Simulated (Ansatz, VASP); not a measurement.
## PbS in VASP and in Ansatz

```
CELL_PARAMETERS angstrom
0.00000 3.00427 3.00427
3.00427 0.00000 3.00427
3.00427 3.00427 0.00000
ATOMIC_POSITIONS crystal
Pb 0.00000 0.00000 0.00000
S 0.50000 0.50000 0.50000
```

Alike in both runs: task single point; functional PBE; k mesh 12 × 12 × 12; occupations gaussian, width 0.2 eV; no spin polarisation.

```csv
,VASP,Ansatz
version,VASP 6.6.1,Ansatz 0.2.0
potentials or method,"VASP PAW PBE potentials, release 64 (Pb_d, S), cutoff 520 eV","all-electron LAPW, scalar-relativistic"
```

|  | VASP | Ansatz | Ansatz less VASP |
| --- | --- | --- | --- |
| pressure (GPa) | -0.1 | 0.0 | +0.07 |

Ansatz ran all-electron here, and VASP with PAW potentials.

Neither program's run includes spin-orbit coupling.
